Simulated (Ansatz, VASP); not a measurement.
# Mg: VASP beside Ansatz

The input INCAR:

```
ALGO = Normal
EDIFF = 1E-6
ENCUT = 520
GGA = PE
ISIF = 2
ISMEAR = 0
LASPH = T
LCHARG = F
LREAL = F
LWAVE = F
NBANDS = 9
NELM = 80
PREC = Accurate
SIGMA = 0.15
```

KPOINTS

```
k-points
0
Gamma
  18 18 10
```

POSCAR

```
Mg
1.0
    3.2092715325      0.0000000000      0.0000000000
   -1.6046357662      2.7793106748      0.0000000000
    0.0000000000      0.0000000000      5.0019168000
Mg
2
Direct
    0.3333333333      0.6666666667      0.2500000000
    0.6666666667      0.3333333333      0.7500000000
```

Input for Ansatz:

```yaml
crystal:
  lattice:
    - [3.2092715325, 0.0, 0.0]
    - [-1.6046357662, 2.7793106748, 0.0]
    - [0.0, 0.0, 5.0019168]
  atoms:
    - { symbol: Mg, position: [0.3333333333, 0.6666666667, 0.25] }
    - { symbol: Mg, position: [0.6666666667, 0.3333333333, 0.75] }
basis:
  ecutwfc: 420
kpoints:
  mp_grid: { grid: [18, 18, 10] }
hamiltonian:
  xc: pbe
scf:
  occupations: { method: gaussian, width: 0.15 }
output:
  forces: true
  stress: true
  eigenvalues: true
```

Change from the starting cell: strain +0.000 along x and y, -0.040 along z, atoms carried along.

Alike in both runs: task single point; functional PBE; k mesh 18 × 18 × 10; occupations gaussian, width 0.15 eV; no spin polarisation.

```csv
,VASP,Ansatz
version,VASP 6.6.1,Ansatz 0.2.0
potentials or method,"VASP PAW PBE potentials, release 64 (Mg), cutoff 520 eV","scalar-relativistic, plane waves, PAW"
valence electrons in the cell,4,20
```

|  | VASP | Ansatz | Ansatz less VASP |
| --- | --- | --- | --- |
| gap on the k mesh at the Fermi level (eV) | none | none | - |
| pressure (GPa) | 1.0 | 1.1 | +0.13 |
| traceless stress, the component that is largest in VASP (GPa) | 1.22 | 1.22 | -0.001 |

A gap of «none» marks a metal or a gap that the smearing closes. With one functional, cell and mesh, what is left measures potentials, basis and numerics. VASP's potentials hold 4 valence electrons a cell and Ansatz's 20, so a difference there can come from the potentials and not from the codes.
